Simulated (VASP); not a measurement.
# BP2 (Fd-3m) in VASP: single point with PBE

Aim: the single point of BP2 with PBE.

All numbers are computed with VASP 6.6.1; they aren't measurements. Logs are shortened: lines on timing, memory, paths and dates and some standing lists are left out, and cuts for length are marked.

## Step 1: The cell of the first run

The structure is cubic, space group Fd-3m (No. 227). Conventional cell: a = 6.808 Å, b = 6.808 Å, c = 6.808 Å, α = 90.00°, β = 90.00°, γ = 90.00°. B (site symmetry -43m) has 12 P at 2.82 Å and 4 B at 2.95 Å within 3.7 Å. P (site symmetry -3m) has 6 P at 2.41 Å and 6 B at 2.82 Å within 3.2 Å.

## Step 2: Single point, PBE

INCAR reads:

```
SYSTEM = BP2
PREC = Accurate
ENCUT = 500
EDIFF = 1E-6
ISMEAR = 0
SIGMA = 0.2
LREAL = .False.
LASPH = .True.
NELM = 120
ALGO = Normal
ISIF = 2
LWAVE = .False.
LCHARG = .False.
GGA = PE
NBANDS = 22
GGA_COMPAT = .False.
```

KPOINTS reads:

```
Automatic mesh
0
Gamma
  4 4 4
  0 0 0
```

POSCAR reads:

```
BP2
1.0
    0.0000000000      3.4039998455      3.4039998455
    3.4039998455      0.0000000000      3.4039998455
    3.4039998455      3.4039998455      0.0000000000
B P
2 4
Direct
    0.0000000000      0.0000000000      0.0000000000
    0.2500000000      0.2500000000      0.2500000000
    0.6250000000      0.6250000000      0.6250000000
    0.1250000000      0.6250000000      0.6250000000
    0.6250000000      0.6250000000      0.1250000000
    0.6250000000      0.1250000000      0.6250000000
```

Potentials or basis: VASP PAW PBE potentials, release 64 (B, P).

Command:

```sh
> cat potpaw_PBE.64/B/POTCAR potpaw_PBE.64/P/POTCAR > POTCAR
> mpirun -np 1 vasp_std > vasp.out
```

OUTCAR:

```text
SYSTEM = BP2
   PREC = Accurate
   ENCUT = 500
   EDIFF = 1E-6
   ISMEAR = 0
   LREAL = .False.
   LASPH = .True.
   NELM = 120
   ISIF = 2
   GGA = PE

 ion  position               nearest neighbor table
   1  0.000  0.000  0.000-
   2  0.250  0.250  0.250-
   3  0.625  0.625  0.625-   4 2.41   5 2.41   6 2.41   5 2.41   6 2.41   4 2.41
   4  0.125  0.625  0.625-   3 2.41   5 2.41   6 2.41   3 2.41   5 2.41   6 2.41
   5  0.625  0.625  0.125-   3 2.41   3 2.41   4 2.41   6 2.41   6 2.41   4 2.41
   6  0.625  0.125  0.625-   3 2.41   5 2.41   3 2.41   4 2.41   5 2.41   4 2.41

  LATTYP: Found a face centered cubic cell.
 ALAT       =     6.8079996910

  Lattice vectors:

 A1 = (   0.0000000000,   3.4039998455,   3.4039998455)
 A2 = (   3.4039998455,   0.0000000000,   3.4039998455)
 A3 = (   3.4039998455,   3.4039998455,   0.0000000000)

Analysis of symmetry for initial positions (statically):
=====================================================================
 Subroutine PRICEL returns:
 Original cell was already a primitive cell.

 Routine SETGRP: Setting up the symmetry group for a
 face centered cubic supercell.

 Subroutine GETGRP returns: Found 48 space group operations
 (whereof 24 operations were pure point group operations)
 out of a pool of 48 trial point group operations.

The static configuration has the point symmetry T_d .
 The point group associated with its full space group is O_h .

Analysis of symmetry for dynamics (positions and initial velocities):
=====================================================================
 Subroutine PRICEL returns:
 Original cell was already a primitive cell.

 Routine SETGRP: Setting up the symmetry group for a
 face centered cubic supercell.

 Subroutine GETGRP returns: Found 48 space group operations
 (whereof 24 operations were pure point group operations)
 out of a pool of 48 trial point group operations.

The dynamic configuration has the point symmetry T_d .
 The point group associated with its full space group is O_h .

 Subroutine INISYM returns: Found 48 space group operations
 (whereof 24 operations are pure point group operations),
 and found     1 'primitive' translations

----------------------------------------------------------------------------------------

                                     Primitive cell

  volume of cell :      78.8858

  direct lattice vectors                    reciprocal lattice vectors
     0.000000000  3.403999846  3.403999846    -0.146886023  0.146886023  0.146886023
     3.403999846  0.000000000  3.403999846     0.146886023 -0.146886023  0.146886023
     3.403999846  3.403999846  0.000000000     0.146886023  0.146886023 -0.146886023

  length of vectors
     4.813982748  4.813982748  4.813982748     0.254414055  0.254414055  0.254414055

  position of ions in fractional coordinates (direct lattice)
     0.000000000  0.000000000  0.000000000
     0.250000000  0.250000000  0.250000000
     0.625000000  0.625000000  0.625000000
     0.125000000  0.625000000  0.625000000
     0.625000000  0.625000000  0.125000000
     0.625000000  0.125000000  0.625000000

  ion indices of the primitive-cell ions
   primitive index   ion index
                 1           1
                 2           2
                 3           3
                 4           4
                 5           5
                 6           6

----------------------------------------------------------------------------------------

 KPOINTS: Automatic mesh

Automatic generation of k-mesh.
 Grid dimensions read from file:
 generate k-points for:    4    4    4

 Generating k-lattice:

  Cartesian coordinates                     Fractional coordinates (reciprocal lattice)
    -0.036721506  0.036721506  0.036721506     0.250000000  0.000000000  0.000000000
     0.036721506 -0.036721506  0.036721506     0.000000000  0.250000000  0.000000000
     0.036721506  0.036721506 -0.036721506     0.000000000  0.000000000  0.250000000

  Length of vectors
     0.063603514  0.063603514  0.063603514

  Shift w.r.t. Gamma in fractional coordinates (k-lattice)
     0.000000000  0.000000000  0.000000000

 Subroutine IBZKPT returns following result:
 ===========================================

 Found      8 irreducible k-points:

 Following reciprocal coordinates:
            Coordinates               Weight
  0.000000  0.000000  0.000000      1.000000
  0.250000  0.000000  0.000000      8.000000
  0.500000  0.000000  0.000000      4.000000
  0.250000  0.250000  0.000000      6.000000
  0.500000  0.250000  0.000000     24.000000
 -0.250000  0.250000  0.000000     12.000000
  0.500000  0.500000  0.000000      3.000000
 -0.250000  0.500000  0.250000      6.000000
   k-points           NKPTS =      8   k-points in BZ     NKDIM =      8   number of bands    NBANDS=     22
   number of dos      NEDOS =    301   number of ions     NIONS =      6
   total plane-waves  NPLWV =  46656
   dimension x,y,z NGX =    36 NGY =   36 NGZ =   36
   dimension x,y,z NGXF=    72 NGYF=   72 NGZF=   72
   ions per type =               2   4
   NGX,Y,Z   is equivalent  to a cutoff of  12.43, 12.43, 12.43 a.u.
   NGXF,Y,Z  is equivalent  to a cutoff of  24.86, 24.86, 24.86 a.u.
 SYSTEM =  BP2
   PREC   = accura    normal or accurate (medium, high low for compatibility)
   ISTART =      0    job   : 0-new  1-cont  2-samecut
   ICHARG =      2    charge: 1-file 2-atom 10-const
   ISPIN  =      1    spin polarized calculation?
   LNONCOLLINEAR =      F non collinear calculations
   LSORBIT =      F    spin-orbit coupling
   LASPH  =      T    aspherical Exc in radial PAW
   ENCUT  =  500.0 eV  36.75 Ry    6.06 a.u.   8.78  8.78  8.78*2*pi/ulx,y,z
   NELM   =    120;   NELMIN=  2; NELMDL= -5     # of ELM steps
   EDIFF  = 0.1E-05   stopping-criterion for ELM
   LREAL  =      F    real-space projection
   EDIFFG = 0.1E-04   stopping-criterion for IOM
   NSW    =      0    number of steps for IOM
   IBRION =     -1    ionic relax: 0-MD 1-quasi-New 2-CG
   NFREE  =      0    steps in history (QN), initial steepest desc. (CG)
   ISIF   =      2    stress and relaxation
   ISYM   =      2    0-nonsym 1-usesym 2-fastsym
   POTIM  = 0.5000    time-step for ionic-motion
   TEBEG  =    0.0;   TEEND  =   0.0 temperature during run
   PSTRESS=    0.0 pullay stress
   NELECT =      26.0000    total number of electrons
   NUPDOWN=      -1.0000    fix difference up-down
   EMIN   =  10.00;   EMAX   =-10.00  energy-range for DOS
   EFERMI =   0.00;   METHOD = LEGACY
   ISMEAR =     0;   SIGMA  =   0.20  broadening in eV -4-tet -1-fermi 0-gaus
   EFERMI_NEDOS =   21; number of points for ismear=-14 and -15
   IALGO  =     38    algorithm
   IMIX   =      4    mixing-type and parameters
     AMIX     =   0.40;   BMIX     =  1.00
     AMIX_MAG =   1.60;   BMIX_MAG =  1.00
  volume/ion in A,a.u.               =      13.15        88.72
  Fermi-wavevector in a.u.,A,eV,Ry     =   1.130836  2.136971 17.399005  1.278791
  Thomas-Fermi vector in A             =   2.267534
   LORBIT       =      0    0 simple, 1 ext, 2 COOP (PROOUT), +10 PAW based schemes
   GGA     = PE    functional components
   LHFCALC =     F    Hartree Fock is set to
   AEXX    =    0.0000 exact exchange contribution
   IVDW    =     0    specifies the selected vdW correction
   LEPSILON=     F    determine dielectric tensor
   LRPA    =     F    only Hartree local field effects (RPA)
 non-spin polarized calculation
 Gauss-broadening in eV      SIGMA  =   0.20
  energy-cutoff  :      500.00
  volume of cell :       78.89
 maximum number of plane-waves:      2044
   NGX = 17   NGY = 17   NGZ = 17

 number of electron      26.0000000 magnetization

 Free energy of the ion-electron system (eV)
  ---------------------------------------------------
  ext. energy  EPLUGINS =         0.00000000
  ---------------------------------------------------
  free energy    TOTEN  =       -25.48487523 eV

  energy without entropy =      -25.46338915  energy(sigma->0) =      -25.47413219

 E-fermi :   8.0275     XC(G=0): -11.1973

 val. band max:        7.8723355837   @ k =  -0.2500   0.2500   0.0000
 cond. band min:       8.2348211306   @ k =  -0.2500   0.5000   0.2500
 fundamental gap:      0.3624855469
 Fermi energy:         8.0274870889

 k-point     1 :       0.0000    0.0000    0.0000
  band No.  band energies     occupation
      1      -8.3986      2.00000
      2      -1.4951      2.00000
      3       0.0110      2.00000
      4       0.0110      2.00000
      5       0.0110      2.00000
      6       1.8482      2.00000
[... 14 lines left out ...]
     21      14.3561      0.00000
     22      15.3184      0.00000

 k-point     2 :       0.2500    0.0000    0.0000
  band No.  band energies     occupation
      1      -7.9509      2.00000
      2      -3.4979      2.00000
      3      -0.4487      2.00000
      4      -0.4487      2.00000
      5      -0.3564      2.00000
      6       2.4035      2.00000
[... 14 lines left out ...]
     21      14.4581      0.00000
     22      14.4955      0.00000

 k-point     3 :       0.5000    0.0000    0.0000
  band No.  band energies     occupation
      1      -7.1749      2.00000
      2      -5.1199      2.00000
      3      -0.7903      2.00000
      4      -0.7267      2.00000
      5      -0.7267      2.00000
      6       2.2358      2.00000
[... 14 lines left out ...]
     21      12.7463      0.00000
     22      14.5667      0.00000

 k-point     4 :       0.2500    0.2500    0.0000
  band No.  band energies     occupation
      1      -7.7860      2.00000
      2      -3.6461      2.00000
      3      -1.1539      2.00000
      4      -1.1539      2.00000
      5       0.1114      2.00000
      6       1.2061      2.00000
[... 14 lines left out ...]
     21      13.4640      0.00000
     22      14.0303      0.00000

 k-point     5 :       0.5000    0.2500    0.0000
  band No.  band energies     occupation
      1      -6.9078      2.00000
      2      -5.1370      2.00000
      3      -2.3548      2.00000
      4      -1.3562      2.00000
      5       0.3122      2.00000
      6       2.2332      2.00000
[... 14 lines left out ...]
     21      11.9380      0.00000
     22      12.7974      0.00000

 k-point     6 :      -0.2500    0.2500    0.0000
  band No.  band energies     occupation
      1      -7.2706      2.00000
      2      -4.6375      2.00000
      3      -2.4240      2.00000
      4      -0.8039      2.00000
      5       0.6824      2.00000
      6       2.3895      2.00000
[... 14 lines left out ...]
     21      12.5000      0.00000
     22      12.9385      0.00000

 k-point     7 :       0.5000    0.5000    0.0000
  band No.  band energies     occupation
      1      -6.0663      2.00000
      2      -6.0663      2.00000
      3      -1.7663      2.00000
      4      -1.7663      2.00000
      5      -0.1524      2.00000
      6      -0.1524      2.00000
[... 14 lines left out ...]
     21      11.6070      0.00000
     22      11.6070      0.00000

 k-point     8 :      -0.2500    0.5000    0.2500
  band No.  band energies     occupation
      1      -6.0238      2.00000
      2      -6.0238      2.00000
      3      -2.3981      2.00000
      4      -2.3981      2.00000
      5       2.3158      2.00000
      6       2.3158      2.00000
[... 14 lines left out ...]
     21      12.1303      0.00000
     22      12.1305      0.00000

------------------------ aborting loop because EDIFF is reached ----------------------------------------

  FORCE on cell =-STRESS in cart. coord.  units (eV):
  Direction    XX          YY          ZZ          XY          YZ          ZX
  --------------------------------------------------------------------------------------
  -------------------------------------------------------------------------------------
  Total        0.1195423      0.1195423      0.1195423     -0.0000000      0.0000000     -0.0000000
  in kB        2.4279147      2.4279147      2.4279147     -0.0000000      0.0000000     -0.0000000
  external PRESSURE =       2.4279147 kB  Pullay stress =       0.0000000 kB

 VOLUME and BASIS-vectors are now :
 -----------------------------------------------------------------------------
  energy-cutoff  :      500.00
  volume of cell :       78.89
      direct lattice vectors                 reciprocal lattice vectors
     0.000000000  3.403999846  3.403999846    -0.146886023  0.146886023  0.146886023
     3.403999846  0.000000000  3.403999846     0.146886023 -0.146886023  0.146886023
     3.403999846  3.403999846  0.000000000     0.146886023  0.146886023 -0.146886023

 POSITION                                       TOTAL-FORCE (eV/Angst)
 -----------------------------------------------------------------------------------
      0.00000      0.00000      0.00000        -0.000000     -0.000000     -0.000000
      1.70200      1.70200      1.70200         0.000000      0.000000      0.000000
      4.25500      4.25500      4.25500        -0.000000     -0.000000      0.000000
      4.25500      2.55300      2.55300        -0.000000     -0.000000      0.000000
      2.55300      2.55300      4.25500        -0.000000     -0.000000      0.000000
      2.55300      4.25500      2.55300        -0.000000     -0.000000      0.000000
 -----------------------------------------------------------------------------------
    total drift:                                0.000000      0.000000      0.000000

  FREE ENERGIE OF THE ION-ELECTRON SYSTEM (eV)
  ---------------------------------------------------
  free  energy   TOTEN  =       -25.4848752287 eV

  energy  without entropy=      -25.4633891529  energy(sigma->0) =      -25.47413219
```

Run time: 19 s. Hardware: 1 thread of Intel Xeon 8259CL, shared host; peak memory 0.19 GiB.

What came out:

```yaml
Free_energy: -25.4849 eV
Pressure: 0.2 GPa
Band_gap_on_the_k_mesh: zero (band 13 reaches 8.73 eV, above the bottom of band 14 at 6.59 eV)
```

Caveat: the k points lie up to 0.40 Å⁻¹ apart.
